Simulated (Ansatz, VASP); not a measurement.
## One calculation of SiO2, two programs

```
Si O
1.0
     2.68669    0.00000    0.00000
    -1.34335    2.32675    0.00000
     0.00000    0.00000    9.44392
Si O
2 4
Direct
  0.66667 0.33333 0.75824
  0.33333 0.66667 0.24176
  0.33333 0.66667 0.85512
  0.00000 0.00000 0.66127
  0.66667 0.33333 0.14488
  0.00000 0.00000 0.33873
```

Alike in both runs: functional PBE; dispersion D3(BJ); k mesh 6 × 6 × 2; occupations gaussian, width 0.1 eV; no spin polarisation.

Ansatz relaxed the structure, and its values are those at the end. VASP's run is a single point on that final structure, the one shown.

|  | VASP | Ansatz |
| --- | --- | --- |
| version | VASP 6.6.1 | Ansatz 0.2.0 |
| potentials or method | VASP PAW PBE potentials, release 64 (Si, O), cutoff 520 eV | scalar-relativistic, plane waves, PAW |
| valence electrons in the cell | 32 | 32 |

Ansatz gave:

- gap on the k mesh at the Fermi level (eV): 6.18
- least direct gap on the mesh (eV): 6.48
- pressure (GPa): 0.0
- rms of the force components (eV/Å): 0.001

Q: What did VASP give for the same quantities?

A: gap on the k mesh at the Fermi level (eV): 6.16; least direct gap on the mesh (eV): 6.46; pressure (GPa): 0.5; rms of the force components (eV/Å): 0.007.

The k mesh is coarse, so the values compare programs but aren't converged.
